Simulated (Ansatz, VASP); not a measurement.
**Two plane-wave programs on BN**

```
B N
1.0
     0.00000    1.94920    1.87701
     1.94920    0.00000    1.87701
     1.94920    1.94920    0.00000
B N
1 1
Direct
  0.00000 0.00000 0.00000
  0.75000 0.75000 0.75000
```

Change from the starting cell: strain +0.080 along x and y, +0.040 along z, atoms carried along.

Alike in both runs: task single point; functional r2SCAN; k mesh 12 × 12 × 12; occupations gaussian, width 0.05 eV; no spin polarisation.

|  | VASP | Ansatz |
| --- | --- | --- |
| version | VASP 6.6.1 | Ansatz 0.2.0 |
| potentials or method | VASP PAW PBE potentials, release 64 (B, N), cutoff 520 eV | scalar-relativistic, plane waves, PAW |
| valence electrons in the cell | 8 | 8 |

```csv
,VASP,Ansatz,Ansatz less VASP
gap on the k mesh at the Fermi level (eV),4.16,4.17,+0.009
least direct gap on the mesh (eV),7.78,7.73,-0.040
pressure (GPa),-52.4,-52.9,-0.47
"traceless stress, the component that is largest in VASP (GPa)",12.67,12.71,+0.037
```

VASP's potentials were made for PBE, not for r2SCAN. Both programs put the cell under strong tension, so it lies far from rest at this level.

Noted on VASP's run: the cell as given lies far from equilibrium.
